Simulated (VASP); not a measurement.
# Te4Pt3 (R-3m) in VASP: single point with PBEsol+D3(BJ)

Aim: the single point of Te4Pt3 with PBEsol+D3(BJ).

Everything below comes from runs of VASP 6.6.1. Logs are shortened: lines on timing, memory, paths and dates and some standing lists are left out, and cuts for length are marked.

**1. The cell of the first run**

The structure is trigonal, space group R-3m (No. 166). The conventional cell has a = 3.960 Å, b = 3.960 Å, c = 33.976 Å, α = 90.00°, β = 90.00°, γ = 120.00°. Within 3.5 Å of Te (site symmetry 3m) lie 6 Pt at 2.59 to 3.48 Å and 3 Te at 3.30 Å. Te (site symmetry 3m) has 3 Pt at 2.66 Å and 6 Te at 3.30 to 3.56 Å within 3.6 Å. Within 3.5 Å of Pt (site symmetry -3m) lie 6 Te at 2.66 Å. Pt (site symmetry 3m) has 6 Te at 2.59 to 3.48 Å and 3 Pt at 2.69 Å within 3.5 Å.

**2. Single point, PBEsol+D3(BJ)**

INCAR

```
SYSTEM = Te4Pt3
ALGO = Normal
EDIFF = 1E-6
ENCUT = 500
GGA = PS
GGA_COMPAT = .False.
ISIF = 2
ISMEAR = 0
IVDW = 12
LASPH = .True.
LCHARG = .True.
LELF = .True.
LREAL = .False.
LVHAR = .True.
LWAVE = .False.
NBANDS = 36
NELM = 120
PREC = Accurate
SIGMA = 0.1
```

KPOINTS

```
k-points
0
Gamma
  12 12 12
  0 0 0
```

POSCAR

```
Te4Pt3
1.0
    1.9798427211      1.1430627280     11.3253997391
   -1.9798427211      1.1430627280     11.3253997391
    0.0000000000     -2.2861254560     11.3253997391
Te Pt
4 3
Direct
    0.4435169823      0.4435169823      0.4435169823
    0.5564830177      0.5564830177      0.5564830177
    0.2932009236      0.2932009236      0.2932009236
    0.7067990764      0.7067990764      0.7067990764
    0.0000000000      0.0000000000      0.0000000000
    0.1458428573      0.1458428573      0.1458428573
    0.8541571427      0.8541571427      0.8541571427
```

Potentials or basis: VASP PAW PBE potentials, release 64 (Te, Pt).

Started as:

```console
cat potpaw_PBE.64/Te/POTCAR potpaw_PBE.64/Pt/POTCAR > POTCAR
mpirun -np 1 vasp_std > vasp.out
```

OUTCAR:

```text
SYSTEM = Te4Pt3
   EDIFF = 1E-6
   ENCUT = 500
   GGA = PS
   ISIF = 2
   ISMEAR = 0
   IVDW = 12
   LASPH = .True.
   LREAL = .False.
   NELM = 120
   PREC = Accurate
 IVDW          = 12

 ion  position               nearest neighbor table
   1  0.444  0.444  0.444-   6 2.59   6 2.59   6 2.59   4 3.30   4 3.30   4 3.30   7 3.48   7 3.48
                             7 3.48
   2  0.556  0.556  0.556-   7 2.59   7 2.59   7 2.59   3 3.30   3 3.30   3 3.30   6 3.48   6 3.48
                             6 3.48
   3  0.293  0.293  0.293-   5 2.66   5 2.66   5 2.66   2 3.30   2 3.30   2 3.30   4 3.56   4 3.56
                             4 3.56
   4  0.707  0.707  0.707-   5 2.66   5 2.66   5 2.66   1 3.30   1 3.30   1 3.30   3 3.56   3 3.56
                             3 3.56
   5  0.000  0.000  0.000-   4 2.66   4 2.66   3 2.66   3 2.66   4 2.66   3 2.66
   6  0.146  0.146  0.146-   1 2.59   1 2.59   1 2.59   7 2.69   7 2.69   7 2.69   2 3.48   2 3.48
                             2 3.48
   7  0.854  0.854  0.854-   2 2.59   2 2.59   2 2.59   6 2.69   6 2.69   6 2.69   1 3.48   1 3.48
                             1 3.48

  LATTYP: Found a trigonal (rhomboedric) cell.
 ALAT       =    11.5538326477
 COS(alpha) =     0.9412728084

  Lattice vectors:

 A1 = (   1.9798427211,   1.1430627280,  11.3253997391)
 A2 = (  -1.9798427211,   1.1430627280,  11.3253997391)
 A3 = (   0.0000000000,  -2.2861254560,  11.3253997391)

Analysis of symmetry for initial positions (statically):
=====================================================================
 Subroutine PRICEL returns:
 Original cell was already a primitive cell.

 Routine SETGRP: Setting up the symmetry group for a
 trigonal (rhombohedral) supercell.

 Subroutine GETGRP returns: Found 12 space group operations
 (whereof 12 operations were pure point group operations)
 out of a pool of 12 trial point group operations.

The static configuration has the point symmetry D_3d.

Analysis of symmetry for dynamics (positions and initial velocities):
=====================================================================
 Subroutine PRICEL returns:
 Original cell was already a primitive cell.

 Routine SETGRP: Setting up the symmetry group for a
 trigonal (rhombohedral) supercell.

 Subroutine GETGRP returns: Found 12 space group operations
 (whereof 12 operations were pure point group operations)
 out of a pool of 12 trial point group operations.

The dynamic configuration has the point symmetry D_3d.

[... 111 lines left out ...]
   NSW    =      0    number of steps for IOM
   IBRION =     -1    ionic relax: 0-MD 1-quasi-New 2-CG
   NFREE  =      0    steps in history (QN), initial steepest desc. (CG)
   ISIF   =      2    stress and relaxation
   ISYM   =      2    0-nonsym 1-usesym 2-fastsym
   POTIM  = 0.5000    time-step for ionic-motion
   TEBEG  =    0.0;   TEEND  =   0.0 temperature during run
   PSTRESS=    0.0 pullay stress
   NELECT =      54.0000    total number of electrons
   NUPDOWN=      -1.0000    fix difference up-down
   EMIN   =  10.00;   EMAX   =-10.00  energy-range for DOS
   EFERMI =   0.00;   METHOD = LEGACY
   ISMEAR =     0;   SIGMA  =   0.10  broadening in eV -4-tet -1-fermi 0-gaus
   EFERMI_NEDOS =   21; number of points for ismear=-14 and -15
   IALGO  =     38    algorithm
   IMIX   =      4    mixing-type and parameters
     AMIX     =   0.40;   BMIX     =  1.00
     AMIX_MAG =   1.60;   BMIX_MAG =  1.00
  volume/ion in A,a.u.               =      21.97       148.25
  Fermi-wavevector in a.u.,A,eV,Ry     =   1.154971  2.182578 18.149586  1.333957
  Thomas-Fermi vector in A             =   2.291603
   LORBIT       =      0    0 simple, 1 ext, 2 COOP (PROOUT), +10 PAW based schemes
   GGA     = PS    functional components
   LHFCALC =     F    Hartree Fock is set to
   AEXX    =    0.0000 exact exchange contribution
   IVDW    =    12    specifies the selected vdW correction
   LEPSILON=     F    determine dielectric tensor
   LRPA    =     F    only Hartree local field effects (RPA)
 non-spin polarized calculation
 Gauss-broadening in eV      SIGMA  =   0.10
  energy-cutoff  :      500.00
  volume of cell :      153.78
 maximum number of plane-waves:      3929
   NGX = 43   NGY = 43   NGZ = 43

 number of electron      54.0000001 magnetization

 Free energy of the ion-electron system (eV)
  ---------------------------------------------------
  ext. energy  EPLUGINS =         0.00000000
  ---------------------------------------------------
  free energy    TOTEN  =       -37.62260939 eV

  energy without entropy =      -37.61202817  energy(sigma->0) =      -37.61731878

 E-fermi :   9.2547     XC(G=0): -11.2309

 val. band max:        9.2401669734   @ k =   0.5000   0.5000   0.3333
 cond. band min:       9.2594604246   @ k =  -0.4167   0.4167   0.3333
 fundamental gap:      0.0192934512
 Fermi energy:         9.2547301361

 k-point     1 :       0.0000    0.0000    0.0000
  band No.  band energies     occupation
      1      -4.8753      2.00000
      2      -3.8435      2.00000
      3      -3.6578      2.00000
      4      -1.7558      2.00000
      5       2.1000      2.00000
      6       3.5147      2.00000
[... 925 lines left out ...]
     35      14.7752      0.00000
     36      14.9351      0.00000

 [... further k-points ...]

------------------------ aborting loop because EDIFF is reached ----------------------------------------

 Edisp (eV)   -4.03881

 E8    (eV) :    -2.7469

  FORCE on cell =-STRESS in cart. coord.  units (eV):
  Direction    XX          YY          ZZ          XY          YZ          ZX
  --------------------------------------------------------------------------------------
  -------------------------------------------------------------------------------------
  Total      -0.11625    -0.11625    -0.08966     0.00000     0.00000     0.00000
  in kB      -1.21112    -1.21112    -0.93411     0.00000     0.00000     0.00000
  external pressure =       -1.12 kB  Pullay stress =        0.00 kB

 VOLUME and BASIS-vectors are now :
 -----------------------------------------------------------------------------
  energy-cutoff  :      500.00
  volume of cell :      153.78
      direct lattice vectors                 reciprocal lattice vectors
     1.979842721  1.143062728 11.325399739     0.252545313  0.145807105  0.029432368
    -1.979842721  1.143062728 11.325399739    -0.252545313  0.145807105  0.029432368
     0.000000000 -2.286125456 11.325399739     0.000000000 -0.291614209  0.029432368

 POSITION                                       TOTAL-FORCE (eV/Angst)
 -----------------------------------------------------------------------------------
      0.00000      0.00000     15.06902         0.000000     -0.000000      0.007374
      0.00000      0.00000     18.90718         0.000000      0.000000     -0.007374
      0.00000      0.00000      9.96185         0.000000     -0.000000     -0.001192
      0.00000      0.00000     24.01435         0.000000      0.000000      0.001192
      0.00000      0.00000      0.00000         0.000000     -0.000000     -0.000000
      0.00000      0.00000      4.95519         0.000000     -0.000000      0.001278
      0.00000      0.00000     29.02101         0.000000     -0.000000     -0.001278
 -----------------------------------------------------------------------------------
    total drift:                               -0.000000     -0.000000      0.000000

  FREE ENERGIE OF THE ION-ELECTRON SYSTEM (eV)
  ---------------------------------------------------
  free  energy   TOTEN  =       -41.6614145559 eV

  energy  without entropy=      -41.6508333330  energy(sigma->0) =      -41.65612394
```

OSZICAR:

```text
N       E                     dE             d eps       ncg     rms          rms(c)
DAV:   1     0.287208966561E+03    0.28721E+03   -0.23060E+04 13616   0.128E+03
DAV:   2    -0.220503798140E+02   -0.30926E+03   -0.29729E+03 16068   0.244E+02
DAV:   3    -0.385619398285E+02   -0.16512E+02   -0.16184E+02 16452   0.537E+01
DAV:   4    -0.388425802921E+02   -0.28064E+00   -0.27987E+00 15876   0.767E+00
DAV:   5    -0.388483672309E+02   -0.57869E-02   -0.57861E-02 15928   0.115E+00    0.229E+01
DAV:   6    -0.379098646675E+02    0.93850E+00   -0.42692E+00 14728   0.138E+01    0.141E+01
DAV:   7    -0.377754399264E+02    0.13442E+00   -0.15433E+00 14128   0.961E+00    0.418E+00
DAV:   8    -0.376260935971E+02    0.14935E+00   -0.45253E-01 14692   0.525E+00    0.140E+00
DAV:   9    -0.376234437089E+02    0.26499E-02   -0.66177E-02 14748   0.149E+00    0.671E-01
DAV:  10    -0.376229721889E+02    0.47152E-03   -0.56650E-03 14992   0.420E-01    0.253E-01
DAV:  11    -0.376226445111E+02    0.32768E-03   -0.15073E-03 15976   0.258E-01    0.128E-01
DAV:  12    -0.376226089141E+02    0.35597E-04   -0.28467E-04 15768   0.108E-01    0.372E-02
DAV:  13    -0.376226099672E+02   -0.10532E-05   -0.28039E-05 14720   0.302E-02    0.220E-02
DAV:  14    -0.376226093921E+02    0.57516E-06   -0.32692E-06 12864   0.908E-03
   1 F= -.41661415E+02 E0= -.41656124E+02  d E =-.105812E-01
```

stdout:

```text
POSCAR found type information on POSCAR TePt
 POSCAR found :  2 types and       7 ions
 scaLAPACK will be used
 -----------------------------------------------------------------------------
|                                                                             |
|                                                                             |
|     You enforced a specific xc type in the INCAR file but a different       |
|     I HOPE YOU KNOW WHAT YOU ARE DOING!                                     |
|                                                                             |
 -----------------------------------------------------------------------------

 LDA part: xc-table for (Slater+PW92), standard interpolation
 POSCAR, INCAR and KPOINTS ok, starting setup
 FFT: planning ... GRIDC
 FFT: planning ... GRID_SOFT
 FFT: planning ... GRID
 WAVECAR not read
 entering main loop
```

Wall time 1.7 h (1 thread of AMD EPYC 9R45 (Zen 5), shared host); peak memory 1.5 GiB.

Results:

```yaml
Free_energy: -41.6614 eV
Pressure: -0.1 GPa
Largest_force: 0.007 eV/Å
Band_gap_on_the_k_mesh: zero (bands 27 and 28 overlap by 2.34 eV)
Dispersion_energy_per_atom: -0.577 eV
```

Forces in eV/Å, atoms in the order of the input:
```
Te   0.000  0.000  0.007
Te   0.000  0.000 -0.007
Te   0.000  0.000 -0.001
Te   0.000  0.000  0.001
Pt   0.000  0.000  0.000
Pt   0.000  0.000  0.001
Pt   0.000  0.000 -0.001
```

Caveat: the PAW data sets were made with another functional, which shifts forces and pressure a little; spin-orbit coupling is left out, which moves the levels of the heavy elements.
